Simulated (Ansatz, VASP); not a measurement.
**Ti2Al6H: VASP beside Ansatz**

```
Al Ti H
1.0
     5.02419    0.00000    0.00000
     2.15888    4.53670    0.00000
     0.00000    0.00000   21.21871
Al Ti H
6 2 1
Direct
  0.50000 0.00000 0.18851
  0.00000 0.50000 0.18851
  0.00000 0.00000 0.25173
  0.00000 0.50000 0.31935
  0.50000 0.00000 0.31935
  0.50000 0.50000 0.38262
  0.50000 0.50000 0.25173
  0.00000 0.00000 0.37970
  0.50000 0.83333 0.51458
```

Alike in both runs: task single point; functional PBE; dispersion D3(BJ); k mesh 6 × 6 × 1; occupations gaussian, width 0.1 eV; no spin polarisation.

|  | VASP | Ansatz |
| --- | --- | --- |
| version | VASP 6.6.1 | Ansatz 0.2.0 |
| potentials or method | VASP PAW PBE potentials, release 64 (Al, Ti_sv, H), cutoff 520 eV | scalar-relativistic, plane waves, PAW |
| valence electrons in the cell | 43 | 43 |

```tsv
	VASP	Ansatz	Ansatz less VASP
gap on the k mesh at the Fermi level (eV)	none	none	-
rms of the force components (eV/Å)	0.320	0.320	-0.0001
work function, face that differs most (eV)	4.18	4.18	-0.003
```

A gap of «none» marks a metal or a gap that the smearing closes. Ansatz's warnings: xc potential rough in thin density.
